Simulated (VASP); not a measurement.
Input of a VASP 6.6.1 run:

File INCAR:

```
SYSTEM = ZnCu2
PREC     = Accurate       ! precision mode
ENCUT    = 520            ! plane-wave cutoff, eV
EDIFF    = 1E-7           ! SCF threshold, eV
ISMEAR   = -1             ! smearing method
SIGMA    = 0.1            ! smearing width, eV
LREAL    = .FALSE.        ! projectors in reciprocal space
LASPH    = .TRUE.         ! aspherical terms in the spheres
NELM     = 80             ! most SCF steps
ALGO     = Normal         ! electronic algorithm
ISIF     = 2              ! what is computed and relaxed
LWAVE    = .FALSE.        ! write WAVECAR
LCHARG   = .FALSE.        ! write CHGCAR
LDIPOL   = .TRUE.       
IDIPOL   = 3            
DIPOL    = 0.5 0.5 0.500
GGA      = PE             ! functional
NBANDS   = 24             ! bands
```

Contents of KPOINTS:

```
Automatic mesh
0
G
  15 15 1
  0 0 0
```

File POSCAR:

```
ZnCu2
1.0
    2.5665139637      0.0000000000      0.0000000000
   -1.2832569818      2.2226662917      0.0000000000
    0.0000000000      0.0000000000     20.1911000000
Zn Cu
1 2
Direct
    0.1666666667      0.3333333333      0.3974439066
    0.5000000000      1.0000000000      0.4999999857
    0.8333333333      0.6666666667      0.6025561074
```

Potentials or basis: VASP PAW PBE potentials, release 64 (Zn, Cu).

Run with:

```sh
$ cat potpaw_PBE.64/Zn/POTCAR potpaw_PBE.64/Cu/POTCAR > POTCAR
$ mpirun -np 1 vasp_std > vasp.out
```

Problem. Predict the band gap on the k mesh.

Solution. Zero (bands 17 and 18 overlap by 3.75 eV).

Problem. Predict the largest force.

Solution. 0.629 eV/Å.

Forces in eV/Å, atoms in the order of the input:
```
Zn   0.000  0.000 -0.629
Cu   0.000  0.000  0.613
Cu   0.000  0.000  0.015
```
